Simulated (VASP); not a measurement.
Wanted: the native input for a VASP 6.6.1 run.

| Item | Value |
| --- | --- |
| Task | single point |
| Functional | PBE |
| Potentials or basis | VASP PAW PBE potentials, release 64 (Pb_d, O) |
| Cutoff | 520 eV |
| k mesh | 4 × 4 × 4 |
| Occupations | gaussian, width 0.1 eV |
| Spin | no spin polarisation |
| Dipole correction | no |
| Further INCAR settings | ALGO = Normal; EDIFF = 1e-06; NBANDS = 43 |

The structure of Pb2O lies in POSCAR:

```
Pb2O
1.0
    5.3800000000      0.0000000000      0.0000000000
    0.0000000000      5.3800000000      0.0000000000
    0.0000000000      0.0000000000      5.3800000000
Pb O
4 2
Direct
    0.2500000000      0.2500000000      0.2500000000
    0.7500000000      0.7500000000      0.2500000000
    0.2500000000      0.7500000000      0.7500000000
    0.7500000000      0.2500000000      0.7500000000
    0.0000000000      0.0000000000      0.0000000000
    0.5000000000      0.5000000000      0.5000000000
```

The input as run:

INCAR

```
PREC = Accurate ; ENCUT = 520
EDIFF = 1E-6 ; ISMEAR = 0
SIGMA = 0.1 ; LREAL = F
LASPH = T ; NELM = 80
ALGO = Normal ; ISIF = 2
LWAVE = F ; LCHARG = T
GGA = PE ; LELF = T
LVHAR = T ; NBANDS = 43
```

KPOINTS

```
Automatic mesh
0
Gamma
  4 4 4
```

Potentials or basis: VASP PAW PBE potentials, release 64 (Pb_d, O).

The run is started by

```sh
$ cat potpaw_PBE.64/Pb_d/POTCAR potpaw_PBE.64/O/POTCAR > POTCAR
$ mpirun -np 1 vasp_std > vasp.out
```

Results of the run:

The pressure is 2.8 GPa and the band gap on the k mesh is zero (band 34 reaches 4.88 eV, above the bottom of band 35 at 4.15 eV).

Caveat: spin-orbit coupling is left out, which moves the levels of the heavy elements.

Run time: 2.4 min on 1 thread of Intel(R) Xeon(R) Platinum 8259CL CPU @ 2.50GHz (Skylake/Cascade Lake), on a shared host, peak memory 0.26 GiB.
